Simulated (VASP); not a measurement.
Here is a VASP 6.6.1 calculation.

Contents of INCAR:

```
SYSTEM = PbS
ALGO     = Normal         ! electronic algorithm
EDIFF    = 1E-7           ! SCF threshold, eV
ENCUT    = 520            ! plane-wave cutoff, eV
GGA      = PE             ! functional
ISIF     = 2              ! what is computed and relaxed
ISMEAR   = 0              ! smearing method
LASPH    = .True.         ! aspherical terms in the spheres
LCHARG   = .True.         ! write CHGCAR
LELF     = .True.         ! ELF
LREAL    = .False.        ! projectors in reciprocal space
LVHAR    = .True.       
LWAVE    = .False.        ! write WAVECAR
NBANDS   = 28             ! bands
NELM     = 80             ! most SCF steps
PREC     = Accurate       ! precision mode
SIGMA    = 0.01           ! smearing width, eV
```

The input KPOINTS:

```
k-points
0
Gamma
  4 4 2
  0 0 0
```

Contents of POSCAR:

```
PbS
1.0
    2.9546833661     -2.9689122510      0.2885226881
    2.9546833661      2.9689122510      0.2885226881
   -0.5835746326      0.0000000000      5.9261866124
Pb S
2 2
Direct
    0.7499847761      0.7499847761      0.7500021470
    0.2500152239      0.2500152239      0.2499978530
    0.2500781931      0.2500781931      0.7500270770
    0.7499218069      0.7499218069      0.2499729230
```

Potentials or basis: VASP PAW PBE potentials, release 64 (Pb_d, S).

The run is started by

```bash
$ cat potpaw_PBE.64/Pb_d/POTCAR potpaw_PBE.64/S/POTCAR > POTCAR
$ mpirun -np 1 vasp_std > vasp.out
```

Question: Predict the pressure.

Answer: 2.9 GPa.

Question: Predict the band gap on the k mesh.

Answer: 0.36 eV.

Stress tensor (GPa, compression positive):
```
 1.25  0.00 -0.47
 0.00  1.19  0.00
-0.47  0.00  6.19
```

Caveat: the k points lie up to 0.53 Å⁻¹ apart; spin-orbit coupling is left out, which moves the levels of the heavy elements. A k mesh can miss the band edges.
